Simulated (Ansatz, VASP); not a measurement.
C in VASP and in Ansatz

```
C
1.0
    -1.21547    1.21547    1.21547
     1.21547   -1.21547    1.21547
     1.21547    1.21547   -1.21547
C
1
Direct
  0.00000 0.00000 0.00000
```

Alike in both runs: task single point; functional BLYP; k mesh 20 × 20 × 20; occupations fermi-dirac, width 0.1 eV; no spin polarisation.

```csv
,VASP,Ansatz
version,VASP 6.6.1,Ansatz 0.2.0
potentials or method,"VASP PAW PBE potentials, release 64 (C), cutoff 520 eV","plane waves (420 eV) with PAW, scalar-relativistic"
valence electrons in the cell,4,4
```

```csv
,VASP,Ansatz,Ansatz less VASP
pressure (GPa),6.0,5.8,-0.16
```

VASP's potentials were made for PBE, not for BLYP. With one functional, cell and mesh, what is left measures potentials, basis and numerics.
